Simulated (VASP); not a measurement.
Nb2O, 6 atoms in the cell. The structure is orthorhombic, space group Pnnm (No. 58). Conventional cell: a = 4.256 Å, b = 5.195 Å, c = 3.243 Å, α = 90.00°, β = 90.00°, γ = 90.00°. Nb (site symmetry m) has 1 Nb at 2.12 Å and 3 O at 2.14 to 2.16 Å within 2.8 Å. O (site symmetry 2/m) has 6 Nb at 2.14 to 2.16 Å within 2.8 Å. 

```yaml
Program: VASP 6.6.1
Task: relaxation of cell and atoms
Functional: PBE
Potentials_or_basis: VASP PAW PBE potentials, release 64 (Nb_sv, O)
Cutoff: 600 eV
k_mesh: 4 × 4 × 6
Occupations: gaussian, width 0.1 eV
Spin: no spin polarisation
Dipole_correction: no
Further_INCAR_settings: ALGO = Normal; EDIFF = 1e-07; IBRION = 2; EDIFFG = -0.04; NSW = 90; ISIF = 3
```

Potentials or basis: VASP PAW PBE potentials, release 64 (Nb_sv, O).

Launch:

```console
$ cat potpaw_PBE.64/Nb_sv/POTCAR potpaw_PBE.64/O/POTCAR > POTCAR
$ mpirun -np 1 vasp_std > vasp.out
```

Hardware: 1 thread of Intel Xeon 6975P-C, on a shared host.

Task: Estimate the wall time of this run.

Result: Run time: 34 min on 1 thread of Intel Xeon 6975P-C, on a shared host, peak memory 0.27 GiB. Counts: scf iterations 243, k points 36, ion steps 21.
